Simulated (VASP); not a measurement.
# CdS (P1) in VASP: single point with PBE+D3(BJ)

Aim: the single point of CdS with PBE+D3(BJ).

All numbers are computed with VASP 6.6.1; they aren't measurements. Logs are shortened: lines on timing, memory, paths and dates and some standing lists are left out, and cuts for length are marked.

### Step 1. The cell of the first run

The typed cell holds 4 atoms: a = 4.098 Å, b = 5.608 Å, c = 5.608 Å, α = 78.52°, β = 68.57°, γ = 68.57°.

### Step 2. Single point, PBE+D3(BJ)

The input, INCAR:

```
PREC = Accurate ; ENCUT = 520
EDIFF = 1E-7 ; ISMEAR = 0
SIGMA = 0.05 ; LREAL = F
LASPH = T ; NELM = 60
ALGO = Normal ; ISIF = 2
LWAVE = F ; LCHARG = F
GGA = PE ; IVDW = 12
NBANDS = 26
```

The input, KPOINTS:

```
Automatic mesh
0
Gamma
  8 8 8
```

The input, POSCAR:

```
CdS
1.0
    4.0976668513      0.0000000000      0.0000000000
    2.0488334257     -3.5486835895     -3.8283122367
    2.0488334256      3.5486835895     -3.8283122367
Cd S
2 2
Direct
    0.7861625078      0.2081505230      0.1941700480
    0.2446319098      0.7610550594      0.7750355344
    0.6846513647      0.6574626027      0.9586744391
    0.1615542178      0.1629984815      0.5284533117
```

Potentials or basis: VASP PAW PBE potentials, release 64 (Cd, S).

Launch:

```console
> cat potpaw_PBE.64/Cd/POTCAR potpaw_PBE.64/S/POTCAR > POTCAR
> mpirun -np 1 vasp_std > vasp.out
```

OUTCAR:

```text
PREC = Accurate
   ENCUT = 520
   EDIFF = 1E-7
   ISMEAR = 0
   LREAL = F
   LASPH = T
   NELM = 60
   ISIF = 2
   GGA = PE
   IVDW = 12
 IVDW          = 12

 ion  position               nearest neighbor table
   1  0.786  0.208  0.194-   3 2.56   4 2.63   4 2.75   2 3.32
   2  0.245  0.761  0.775-   3 2.24   4 2.38   3 2.38   1 3.32
   3  0.685  0.657  0.959-   2 2.24   2 2.38   1 2.56
   4  0.162  0.163  0.528-   2 2.38   1 2.63   1 2.75

  LATTYP: Found a body centered orthorhombic cell.
 ALAT       =     4.0976668513
 B/A-ratio  =     1.7320508076
 C/A-ratio  =     1.8685326922

  Lattice vectors:

 A1 = (  -2.0488334257,   3.5486835895,   3.8283122367)
 A2 = (   2.0488334257,  -3.5486835895,   3.8283122367)
 A3 = (   2.0488334256,   3.5486835895,  -3.8283122367)

Analysis of symmetry for initial positions (statically):
=====================================================================
 Subroutine PRICEL returns:
 Original cell was already a primitive cell.

 Routine SETGRP: Setting up the symmetry group for a
 body centered orthorhombic supercell.

 Subroutine GETGRP returns: Found  1 space group operations
 (whereof  1 operations were pure point group operations)
 out of a pool of  8 trial point group operations.

The static configuration has the point symmetry C_1 .

Analysis of symmetry for dynamics (positions and initial velocities):
=====================================================================
 Subroutine PRICEL returns:
 Original cell was already a primitive cell.

 Routine SETGRP: Setting up the symmetry group for a
 body centered orthorhombic supercell.

 Subroutine GETGRP returns: Found  1 space group operations
 (whereof  1 operations were pure point group operations)
 out of a pool of  8 trial point group operations.

The dynamic configuration has the point symmetry C_1 .

 Subroutine INISYM returns: Found  1 space group operations
 (whereof  1 operations are pure point group operations),
 and found     1 'primitive' translations

----------------------------------------------------------------------------------------

                                     Primitive cell

  volume of cell :     111.3375

  direct lattice vectors                    reciprocal lattice vectors
     4.097666851  0.000000000  0.000000000     0.244041313  0.000000000  0.130605857
     2.048833426 -3.548683589 -3.828312237     0.000000000 -0.140897318 -0.130605857
     2.048833426  3.548683589 -3.828312237     0.000000000  0.140897318 -0.130605857

  length of vectors
     4.097666851  5.607748943  5.607748943     0.276792436  0.192119609  0.192119609

  position of ions in fractional coordinates (direct lattice)
     0.786162508  0.208150523  0.194170048
     0.244631910  0.761055059  0.775035534
     0.684651365  0.657462603  0.958674439
     0.161554218  0.162998481  0.528453312

  ion indices of the primitive-cell ions
   primitive index   ion index
                 1           1
                 2           2
                 3           3
                 4           4

----------------------------------------------------------------------------------------

 KPOINTS: Automatic mesh

Automatic generation of k-mesh.
 Grid dimensions read from file:
 generate k-points for:    8    8    8

 Generating k-lattice:

  Cartesian coordinates                     Fractional coordinates (reciprocal lattice)
     0.030505164  0.000000000  0.016325732     0.125000000 -0.000000000  0.000000000
     0.000000000 -0.017612165 -0.016325732     0.000000000  0.125000000  0.000000000
     0.000000000  0.017612165 -0.016325732     0.000000000  0.000000000  0.125000000

  Length of vectors
     0.034599054  0.024014951  0.024014951

  Shift w.r.t. Gamma in fractional coordinates (k-lattice)
     0.000000000  0.000000000  0.000000000

 Subroutine IBZKPT returns following result:
 ===========================================

 Found    260 irreducible k-points:

 Following reciprocal coordinates:
            Coordinates               Weight
  0.000000  0.000000  0.000000      1.000000
  0.125000 -0.000000 -0.000000      2.000000
  0.125000  0.125000  0.125000      2.000000
  0.250000 -0.000000 -0.000000      2.000000
  0.250000  0.250000  0.250000      2.000000
  0.375000 -0.000000 -0.000000      2.000000
[... 16 lines left out ...]
  0.500000  0.375000  0.500000      2.000000
  0.500000 -0.000000 -0.125000      2.000000
 [... further k-points ...]
   k-points           NKPTS =    260   k-points in BZ     NKDIM =    260   number of bands    NBANDS=     26
   number of dos      NEDOS =    301   number of ions     NIONS =      4
   total plane-waves  NPLWV =  52920
   dimension x,y,z NGX =    30 NGY =   42 NGZ =   42
   dimension x,y,z NGXF=    60 NGYF=   84 NGZF=   84
   ions per type =               2   2
   NGX,Y,Z   is equivalent  to a cutoff of  12.17, 12.45, 12.45 a.u.
   NGXF,Y,Z  is equivalent  to a cutoff of  24.34, 24.90, 24.90 a.u.
 SYSTEM =  unknown system
   PREC   = accura    normal or accurate (medium, high low for compatibility)
   ISTART =      0    job   : 0-new  1-cont  2-samecut
   ICHARG =      2    charge: 1-file 2-atom 10-const
   ISPIN  =      1    spin polarized calculation?
   LNONCOLLINEAR =      F non collinear calculations
   LSORBIT =      F    spin-orbit coupling
   LASPH  =      T    aspherical Exc in radial PAW
   ENCUT  =  520.0 eV  38.22 Ry    6.18 a.u.   7.62 10.43 10.43*2*pi/ulx,y,z
   NELM   =     60;   NELMIN=  2; NELMDL= -5     # of ELM steps
   EDIFF  = 0.1E-06   stopping-criterion for ELM
   LREAL  =      F    real-space projection
   EDIFFG = 0.1E-05   stopping-criterion for IOM
   NSW    =      0    number of steps for IOM
   IBRION =     -1    ionic relax: 0-MD 1-quasi-New 2-CG
   NFREE  =      0    steps in history (QN), initial steepest desc. (CG)
   ISIF   =      2    stress and relaxation
   ISYM   =      2    0-nonsym 1-usesym 2-fastsym
   POTIM  = 0.5000    time-step for ionic-motion
   TEBEG  =    0.0;   TEEND  =   0.0 temperature during run
   PSTRESS=    0.0 pullay stress
   NELECT =      36.0000    total number of electrons
   NUPDOWN=      -1.0000    fix difference up-down
   EMIN   =  10.00;   EMAX   =-10.00  energy-range for DOS
   EFERMI =   0.00;   METHOD = LEGACY
   ISMEAR =     0;   SIGMA  =   0.05  broadening in eV -4-tet -1-fermi 0-gaus
   EFERMI_NEDOS =   21; number of points for ismear=-14 and -15
   IALGO  =     38    algorithm
   IMIX   =      4    mixing-type and parameters
     AMIX     =   0.40;   BMIX     =  1.00
     AMIX_MAG =   1.60;   BMIX_MAG =  1.00
  volume/ion in A,a.u.               =      27.83       187.84
  Fermi-wavevector in a.u.,A,eV,Ry     =   1.123644  2.123378 17.178374  1.262575
  Thomas-Fermi vector in A             =   2.260311
   LORBIT       =      0    0 simple, 1 ext, 2 COOP (PROOUT), +10 PAW based schemes
   GGA     = PE    functional components
   LHFCALC =     F    Hartree Fock is set to
   AEXX    =    0.0000 exact exchange contribution
   IVDW    =    12    specifies the selected vdW correction
   LEPSILON=     F    determine dielectric tensor
   LRPA    =     F    only Hartree local field effects (RPA)
 non-spin polarized calculation
 Gauss-broadening in eV      SIGMA  =   0.05
  energy-cutoff  :      520.00
  volume of cell :      111.34
 maximum number of plane-waves:      3032
   NGX = 15   NGY = 21   NGZ = 21

 number of electron      35.9999999 magnetization

 Free energy of the ion-electron system (eV)
  ---------------------------------------------------
  ext. energy  EPLUGINS =         0.00000000
  ---------------------------------------------------
  free energy    TOTEN  =       -10.42215437 eV

  energy without entropy =      -10.42215383  energy(sigma->0) =      -10.42215410

 E-fermi :   0.9028     XC(G=0):  -8.6061

 val. band max:        0.7866894107   @ k =   0.0000   0.5000   0.5000
 cond. band min:       1.0183461116   @ k =   0.0000   0.0000   0.0000
 fundamental gap:      0.2316567009
 Fermi energy:         0.9028402996

 k-point     1 :       0.0000    0.0000    0.0000
  band No.  band energies     occupation
      1     -11.8738      2.00000
      2     -10.8063      2.00000
      3      -7.6469      2.00000
      4      -7.4433      2.00000
      5      -7.2068      2.00000
      6      -7.2043      2.00000
[... 18 lines left out ...]
     25       8.1354      0.00000
     26       8.8837      0.00000

 k-point     2 :       0.1250   -0.0000   -0.0000
  band No.  band energies     occupation
      1     -11.8192      2.00000
      2     -10.7937      2.00000
      3      -7.6621      2.00000
      4      -7.3980      2.00000
      5      -7.2104      2.00000
      6      -7.1823      2.00000
[... 18 lines left out ...]
     25       7.9675      0.00000
     26       9.6518      0.00000

 k-point     3 :       0.1250    0.1250    0.1250
  band No.  band energies     occupation
      1     -11.8196      2.00000
      2     -10.7940      2.00000
      3      -7.6604      2.00000
      4      -7.3988      2.00000
      5      -7.2112      2.00000
      6      -7.1839      2.00000
[... 18 lines left out ...]
     25       7.9455      0.00000
     26       9.6688      0.00000

 k-point     4 :       0.2500   -0.0000   -0.0000
  band No.  band energies     occupation
      1     -11.6834      2.00000
      2     -10.7643      2.00000
      3      -7.6428      2.00000
      4      -7.3271      2.00000
      5      -7.2174      2.00000
      6      -7.1636      2.00000
[... 18 lines left out ...]
     25       8.6768      0.00000
     26       9.6562      0.00000

 k-point     5 :       0.2500    0.2500    0.2500
  band No.  band energies     occupation
      1     -11.6851      2.00000
      2     -10.7655      2.00000
      3      -7.6369      2.00000
      4      -7.3306      2.00000
      5      -7.2195      2.00000
      6      -7.1556      2.00000
[... 18 lines left out ...]
     25       8.6532      0.00000
     26       9.6384      0.00000

 k-point     6 :       0.3750   -0.0000   -0.0000
  band No.  band energies     occupation
      1     -11.5417      2.00000
      2     -10.7367      2.00000
      3      -7.5614      2.00000
      4      -7.2875      2.00000
      5      -7.2412      2.00000
      6      -7.1372      2.00000
[... 427 lines left out ...]
 k-point    21 :      -0.3750   -0.3750   -0.2500
  band No.  band energies     occupation
      1     -11.5522      2.00000
      2     -10.7324      2.00000
      3      -7.5505      2.00000
      4      -7.2959      2.00000
      5      -7.2260      2.00000
      6      -7.1619      2.00000
[... 18 lines left out ...]
     25       9.2171      0.00000
     26       9.3155      0.00000

 k-point    22 :       0.5000    0.1250   -0.0000
  band No.  band energies     occupation
      1     -11.4832      2.00000
      2     -10.7227      2.00000
      3      -7.5084      2.00000
      4      -7.2767      2.00000
      5      -7.2529      2.00000
      6      -7.1093      2.00000
[... 18 lines left out ...]
     25       8.9359      0.00000
     26       9.5717      0.00000

 k-point    23 :       0.5000    0.3750    0.5000
  band No.  band energies     occupation
      1     -11.4857      2.00000
      2     -10.7265      2.00000
      3      -7.4934      2.00000
      4      -7.3088      2.00000
      5      -7.2059      2.00000
      6      -7.1399      2.00000
[... 18 lines left out ...]
     25       8.7806      0.00000
     26       9.5428      0.00000

 k-point    24 :       0.5000   -0.0000   -0.1250
  band No.  band energies     occupation
      1     -11.4823      2.00000
      2     -10.7247      2.00000
      3      -7.5101      2.00000
      4      -7.2888      2.00000
      5      -7.2399      2.00000
      6      -7.1071      2.00000
[... 18 lines left out ...]
     25       8.8516      0.00000
     26       9.5606      0.00000

 [... further k-points ...]

------------------------ aborting loop because EDIFF is reached ----------------------------------------

 Edisp (eV)   -1.07791

 E8    (eV) :    -0.4379

  FORCE on cell =-STRESS in cart. coord.  units (eV):
  Direction    XX          YY          ZZ          XY          YZ          ZX
  --------------------------------------------------------------------------------------
  -------------------------------------------------------------------------------------
  Total       3.14037     1.19472    -0.47873     1.44423     1.00193    -0.21554
  in kB      45.19078    17.19236    -6.88912    20.78289    14.41806    -3.10171
  external pressure =       18.50 kB  Pullay stress =        0.00 kB

 VOLUME and BASIS-vectors are now :
 -----------------------------------------------------------------------------
  energy-cutoff  :      520.00
  volume of cell :      111.34
      direct lattice vectors                 reciprocal lattice vectors
     4.097666851  0.000000000  0.000000000     0.244041313  0.000000000  0.130605857
     2.048833426 -3.548683589 -3.828312237     0.000000000 -0.140897318 -0.130605857
     2.048833426  3.548683589 -3.828312237     0.000000000  0.140897318 -0.130605857

 POSITION                                       TOTAL-FORCE (eV/Angst)
 -----------------------------------------------------------------------------------
      4.04572     -0.04961     -1.54021         0.137023      0.474284     -0.923274
      4.14961      0.04961     -5.88063        -1.371219     -0.887267      0.902066
      6.11667      1.06891     -6.18708         1.437068      2.117264     -0.543419
      2.07866      1.29688     -2.64709        -0.202872     -1.704281      0.564626
 -----------------------------------------------------------------------------------
    total drift:                                0.000140     -0.000708      0.001105

  FREE ENERGIE OF THE ION-ELECTRON SYSTEM (eV)
  ---------------------------------------------------
  free  energy   TOTEN  =       -11.5000685965 eV

  energy  without entropy=      -11.5000680605  energy(sigma->0) =      -11.50006833
```

It took 5.9 min on 1 thread of Intel Xeon Platinum 8559C (Emerald Rapids), shared host; peak memory 0.68 GiB.

What came out:

```yaml
Free_energy: -11.5001 eV
Pressure: 1.8 GPa
Largest_force: 2.616 eV/Å
Band_gap_on_the_k_mesh: 0.23 eV (least direct gap 0.50 eV)
Dispersion_energy_per_atom: -0.269 eV
```

Forces on the atoms (eV/Å):
```
Cd   0.137  0.474 -0.923
Cd  -1.371 -0.887  0.902
S    1.437  2.117 -0.543
S   -0.203 -1.704  0.565
```

Stress tensor (GPa, compression positive):
```
 4.52  2.08 -0.31
 2.08  1.72  1.44
-0.31  1.44 -0.69
```

Levels at points of the mesh, in eV from the valence-band top:
| k point | band 16 | band 17 | band 18 | band 19 | band 20 | band 21 |
| --- | --- | --- | --- | --- | --- | --- |
| (0.00, 0.00, 0.00) | -0.83 | -0.54 | -0.26 | 0.23 | 2.56 | 4.48 |
| (0.50, 0.00, 0.00) | -1.97 | -1.34 | -0.82 | 2.32 | 4.03 | 4.99 |
| (0.50, 0.50, 0.50) | -2.07 | -1.30 | -0.86 | 2.19 | 4.15 | 5.17 |
| (0.00, 0.50, 0.00) | -1.48 | -0.93 | -0.41 | 2.10 | 3.18 | 5.36 |
| (0.00, 0.00, 0.50) | -1.43 | -1.12 | -0.54 | 2.38 | 3.49 | 4.78 |
| (0.50, 0.50, 0.00) | -1.52 | -1.30 | -0.14 | 1.31 | 3.29 | 4.46 |
| (0.50, 0.00, 0.50) | -1.62 | -1.18 | -0.10 | 1.25 | 3.26 | 4.40 |
| (0.00, 0.50, 0.50) | -0.32 | -0.11 | 0.00 | 2.51 | 2.79 | 4.56 |

Caveat: forces of over 1 eV/Å act on the atoms, so gaps and moduli don't describe the material at rest. A k mesh can miss the band edges.
